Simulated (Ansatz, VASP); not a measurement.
# Two plane-wave programs on Pd

INCAR

```
  ALGO = Normal
  EDIFF = 1E-6
  ENCUT = 520
  GGA = PS
  ISIF = 2
  ISMEAR = -1
  LASPH = T
  LCHARG = T
  LELF = T
  LREAL = F
  LVHAR = T
  LWAVE = F
  NBANDS = 17
  NELM = 60
  PREC = Accurate
  SIGMA = 0.1
```

File KPOINTS:

```
k-points
0
Gamma
  11 11 11
```

Contents of POSCAR:

```
Pd
1.0
    0.0000000000      2.9537659128      2.9537659128
    2.9537659128      0.0000000000      2.9537659128
    2.9537659128      2.9537659128      0.0000000000
Pd
2
Direct
    0.1250000000      0.1250000000      0.1250000000
    0.8750000000      0.8750000000      0.8750000000
```

Input for Ansatz:

```yaml
crystal:
  lattice:
    - [0.0, 2.9537659128, 2.9537659128]
    - [2.9537659128, 0.0, 2.9537659128]
    - [2.9537659128, 2.9537659128, 0.0]
  atoms:
    - { symbol: Pd, position: [0.125, 0.125, 0.125] }
    - { symbol: Pd, position: [0.875, 0.875, 0.875] }
hamiltonian:
  xc: pbesol
  pseudopotentials:
    kind: paw
    azcp:
      Pd: "pseudopotentials/Pd.paw.azcp"
basis:
  ecutwfc: 420
  fft_grid_basis: typed
kpoints:
  mp_grid: { grid: [11, 11, 11], shift: [0, 0, 0] }
magnetization:
  spin_polarized: false
scf:
  occupations: { method: fermi_dirac, width: 0.1 }
  lower_state_search: "off"
output:
  stress: true
  write_density: true
  write_potential: true
  elf: true
  volumetric_format: npy
```

Alike in both runs: task single point; functional PBEsol; k mesh 11 × 11 × 11; occupations fermi-dirac, width 0.1 eV; no spin polarisation.

|  | VASP | Ansatz |
| --- | --- | --- |
| version | VASP 6.6.1 | Ansatz 0.2.0 |
| potentials or method | VASP PAW PBE potentials, release 64 (Pd), cutoff 520 eV | plane waves (420 eV) with PAW, scalar-relativistic |
| valence electrons in the cell | 20 | 36 |

```csv
,VASP,Ansatz,Ansatz less VASP
pressure (GPa),-7.1,-6.9,+0.20
```

VASP's potentials were made for PBE, not for PBEsol, and Ansatz warns of the same on its side. VASP's potentials hold 20 valence electrons a cell and Ansatz's 36, so a difference there can come from the potentials and not from the codes.
